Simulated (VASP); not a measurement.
Set up this calculation in VASP 6.6.1, as the native input.

```yaml
Task: single point
Functional: PBE
Potentials_or_basis: VASP PAW PBE potentials, release 64 (Mg, Zn, O)
Cutoff: 520 eV
k_mesh: 4 × 4 × 4
Occupations: gaussian, width 0.1 eV
Spin: no spin polarisation
Dipole_correction: no
Further_INCAR_settings: ALGO = Normal; EDIFF = 1e-07; NBANDS = 46
```

The structure of Mg2Zn3O5 lies in POSCAR:

```
Mg2Zn3O5
1.0
    0.0000000000     -3.0418193512      0.0000000000
    3.0418193512      0.0000000000      0.0000000000
   -1.5209096756      1.5209096756     10.7544989441
Mg Zn O
2 3 5
Direct
    0.3001126695      0.3001126695      0.6002253390
    0.6998873305      0.6998873305      0.3997746610
    0.8992199473      0.8992199473      0.7984398946
    0.1007800527      0.1007800527      0.2015601054
    0.5000000000      0.5000000000      0.0000000000
    0.7986460009      0.7986460009      0.5972920018
    0.2013539991      0.2013539991      0.4027079982
    0.6013277526      0.6013277526      0.2026555052
    0.0000000000      0.0000000000      0.0000000000
    0.3986722474      0.3986722474      0.7973444948
```

These files were run (other wordings do the same):

INCAR

```
ALGO = Normal
EDIFF = 1E-7
ENCUT = 520
GGA = PE
ISIF = 2
ISMEAR = 0
LASPH = True
LCHARG = False
LREAL = False
LWAVE = False
NBANDS = 46
NELM = 100
PREC = Accurate
SIGMA = 0.1
```

KPOINTS

```
k-points
0
Gamma
  4 4 4
```

Potentials or basis: VASP PAW PBE potentials, release 64 (Mg, Zn, O).

Run with:

```console
$ cat potpaw_PBE.64/Mg/POTCAR potpaw_PBE.64/Zn/POTCAR potpaw_PBE.64/O/POTCAR > POTCAR
$ mpirun -np 1 vasp_std > vasp.out
```

Results of the run:

```json
{
  "Pressure": "0.3 GPa",
  "Largest force": "0.048 eV/Å",
  "Band gap on the k mesh": "1.54 eV (least direct gap 2.48 eV)"
}
```

Caveat: the k points lie up to 0.52 Å⁻¹ apart.

Run time: 44 s on 1 thread of Intel(R) Xeon(R) 6975P-C (Granite Rapids), on a shared host, peak memory 0.22 GiB.
